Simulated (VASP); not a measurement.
Wanted: the native input for a VASP 6.6.1 run.

| Quantity | Value |
| --- | --- |
| Task | relaxation of the atoms |
| Functional | PBE |
| Dispersion | D3(BJ) |
| Potentials or basis | VASP PAW PBE potentials, release 64 (Si) |
| Cutoff | 450 eV |
| k mesh | 2 × 2 × 2 |
| Occupations | gaussian, width 0.05 eV |
| Spin | no spin polarisation |
| Dipole correction | no |
| Further INCAR settings | ALGO = Normal; EDIFF = 1e-07; IBRION = 2; EDIFFG = -0.03; NSW = 80 |

The structure of Si (a cell with a defect) lies in POSCAR:

```
Si
1.0
    0.0000000000      5.4300000000      5.4300000000
    5.4300000000      0.0000000000      5.4300000000
    5.4300000000      5.4300000000      0.0000000000
Si
17
Direct
    0.0000000000      0.0000000000      0.0000000000
    0.1250000000      0.1250000000      0.1250000000
    0.0000000000      0.0000000000      0.5000000000
    0.1250000000      0.1250000000      0.6250000000
    0.0000000000      0.5000000000      0.0000000000
    0.1250000000      0.6250000000      0.1250000000
    0.0000000000      0.5000000000      0.5000000000
    0.1250000000      0.6250000000      0.6250000000
    0.5000000000      0.0000000000      0.0000000000
    0.6250000000      0.1250000000      0.1250000000
    0.5000000000      0.0000000000      0.5000000000
    0.6250000000      0.1250000000      0.6250000000
    0.5000000000      0.5000000000      0.0000000000
    0.6250000000      0.6250000000      0.1250000000
    0.5000000000      0.5000000000      0.5000000000
    0.6250000000      0.6250000000      0.6250000000
    0.3736797900      0.3665795700      0.3785105800
```

These files were run (other wordings do the same):

INCAR

```
PREC     = Accurate       # precision mode
ENCUT    = 450            # plane-wave cutoff, eV
EDIFF    = 1E-7           # SCF threshold, eV
ISMEAR   = 0              # smearing method
SIGMA    = 0.05           # smearing width, eV
LREAL    = F              # projectors in reciprocal space
LASPH    = T              # aspherical terms in the spheres
NELM     = 120            # most SCF steps
ALGO     = Normal         # electronic algorithm
ISIF     = 2              # what is computed and relaxed
LWAVE    = F              # write WAVECAR
LCHARG   = F              # write CHGCAR
GGA      = PE             # functional
IVDW     = 12             # dispersion correction
IBRION   = 2              # ionic algorithm
NSW      = 80             # ionic steps
EDIFFG   = -0.03          # ionic threshold
GGA_COMPAT= F            
NELMIN   = 4
```

KPOINTS

```
Automatic mesh
0
Gamma
  2 2 2
```

Potentials or basis: VASP PAW PBE potentials, release 64 (Si).

Launch:

```console
$ cat potpaw_PBE.64/Si/POTCAR > POTCAR
$ mpirun -np 1 vasp_std > vasp.out
```

It gave:

The energy gained by relaxing is 8.0 meV/atom, the ionic steps are 7 and the pressure after relaxing is 2.4 GPa. The largest force after relaxing is 0.024 eV/Å, the band gap on the k mesh is zero (bands 34 and 35 overlap by 0.25 eV) and the dispersion energy per atom is -0.332 eV.

Caveat: the k points lie up to 0.50 Å⁻¹ apart.

Run time: 7.9 min on 1 thread of Intel(R) Xeon(R) Platinum 8259CL CPU @ 2.50GHz (Skylake/Cascade Lake) (shared host), peak memory 0.42 GiB.
